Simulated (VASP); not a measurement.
Runs of VASP 6.6.1 on Pd. The structure is that of space group P6_3/mmc (No. 194), or close to it. The cells are those of the table. 

```csv
task,cell,k mesh,cutoff (eV),gap on the mesh (eV),pressure (GPa),relaxed volume (Å³/atom)
relaxation of cell and atoms,"relaxed from a = 2.786, b = 2.786, c = 4.558 Å, angles 90.0, 90.0, 120.0°, 2 atoms",12 × 12 × 4,600,none,0.1,(a)
single point,"a = 2.786, b = 2.786, c = 4.558 Å, angles 90.0, 90.0, 120.0°, 2 atoms",6 × 6 × 4,520,none,-9.1,-
single point,"a = 2.729, b = 2.729, c = 4.532 Å, angles 90.0, 90.0, 120.0°, 2 atoms",12 × 12 × 4,520,none,-0.2,-
relaxation of cell and atoms,"relaxed from a = 2.729, b = 2.729, c = 4.532 Å, angles 90.0, 90.0, 120.0°, 2 atoms",18 × 18 × 10,600,none,0.0,14.59
```

Alike in all rows: level PBEsol; potentials or basis VASP PAW PBE potentials, release 64 (Pd); no spin polarisation; smearing gaussian 0.1 eV.

**Question.** Fill in the values left out.

**Answer.** (a) 14.60.

Caveats: some runs use coarse meshes; the PAW data sets were made with another functional, which shifts forces and pressure a little.

A k mesh can miss the band edges, and the runs leave out spin-orbit coupling on Pd.

A gap of «none» marks levels without a gap at the run's occupations.
